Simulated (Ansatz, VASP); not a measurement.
**SiC in VASP and in Ansatz**

```
CELL_PARAMETERS angstrom
1.53952 -2.66642 0.00000
1.53952 2.66642 0.00000
0.00000 0.00000 15.10766
ATOMIC_POSITIONS crystal
Si 0.16669 0.83331 0.35770
Si 0.83331 0.16669 0.85770
Si 0.49997 0.50003 0.02450
Si 0.50003 0.49997 0.52450
Si 0.83335 0.16665 0.19121
Si 0.16665 0.83335 0.69121
C 0.49999 0.50001 0.14983
C 0.50001 0.49999 0.64983
C 0.16666 0.83334 0.48270
C 0.83334 0.16666 0.98270
C 0.83333 0.16667 0.31620
C 0.16667 0.83333 0.81620
```

Alike in both runs: functional PBEsol; k mesh 12 × 12 × 2; occupations gaussian, width 0.02 eV; no spin polarisation.

Ansatz relaxed the structure, and its values are those at the end. VASP's run is a single point on that final structure, the one shown.

|  | VASP | Ansatz |
| --- | --- | --- |
| version | VASP 6.6.1 | Ansatz 0.2.0 |
| potentials or method | VASP PAW PBE potentials, release 64 (Si, C), cutoff 520 eV | scalar-relativistic, plane waves, PAW |
| valence electrons in the cell | 48 | 48 |

```tsv
	VASP	Ansatz	Ansatz less VASP
gap on the k mesh at the Fermi level (eV)	1.91	1.92	+0.008
least direct gap on the mesh (eV)	3.02	3.02	+0.009
pressure (GPa)	0.3	0.0	-0.35
```

VASP's potentials were made for PBE, not for PBEsol.
